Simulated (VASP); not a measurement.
A run of VASP 6.6.1:

Contents of POSCAR:

```
Ga4SbAs3
1.0
    0.0000000000      5.7639000000      5.7639000000
    5.7639000000      0.0000000000      5.7639000000
    5.7639000000      5.7639000000      0.0000000000
Ga Sb As
8 2 6
Direct
   -0.0041700945     -0.0041700945     -0.0041700945
   -0.0041700945     -0.0041700945      0.5125102834
   -0.0041700945      0.5125102834     -0.0041700945
    0.0125102834      0.4958299055      0.4958299055
    0.5125102834     -0.0041700945     -0.0041700945
    0.4958299055      0.0125102834      0.4958299055
    0.4958299055      0.4958299055      0.0125102834
    0.4958299055      0.4958299055      0.4958299055
    0.1250000000      0.1250000000      0.1250000000
    0.6250000000      0.6250000000      0.6250000000
    0.1250000000      0.1250000000      0.6250000000
    0.1250000000      0.6250000000      0.1250000000
    0.1250000000      0.6250000000      0.6250000000
    0.6250000000      0.1250000000      0.1250000000
    0.6250000000      0.1250000000      0.6250000000
    0.6250000000      0.6250000000      0.1250000000
```

File INCAR.step1:

```
SYSTEM = Ga4SbAs3
ALGO = Normal
EDIFF = 1E-4
ENCUT = 520
GGA = PE
ISMEAR = 0
LASPH = .TRUE.
LCHARG = .FALSE.
LREAL = Auto
LWAVE = .TRUE.
NBANDS = 86
NELM = 80
PREC = Accurate
SIGMA = 0.01
```

INCAR.step2

```
SYSTEM = Ga4SbAs3
ALGO = Normal
EDIFF = 1E-7
ENCUT = 520
ISIF = 2
ISMEAR = 0
ISTART = 1
LASPH = .TRUE.
LCHARG = .FALSE.
LMIXTAU = .TRUE.
LREAL = Auto
LWAVE = .FALSE.
METAGGA = R2SCAN
NBANDS = 86
NELM = 80
PREC = Accurate
SIGMA = 0.01
```

Contents of KPOINTS:

```
k-points
0
G
  3 3 3
  0 0 0
```

Potentials or basis: VASP PAW PBE potentials, release 64 (Ga_d, Sb, As).

Command:

```bash
$ cat potpaw_PBE.64/Ga_d/POTCAR potpaw_PBE.64/Sb/POTCAR potpaw_PBE.64/As/POTCAR > POTCAR
$ cp INCAR.step1 INCAR
$ mpirun -np 1 vasp_std > vasp.out
$ cp INCAR.step2 INCAR
$ mpirun -np 1 vasp_std > vasp.out
```

Hardware: 1 thread of Intel(R) Xeon(R) Platinum 8488C (Sapphire Rapids) (shared host).

Question: How long does it take, and how much memory?

Answer: It took 21 min on 1 thread of Intel(R) Xeon(R) Platinum 8488C (Sapphire Rapids) (shared host), peak memory 0.67 GiB. Counts: k points 4.
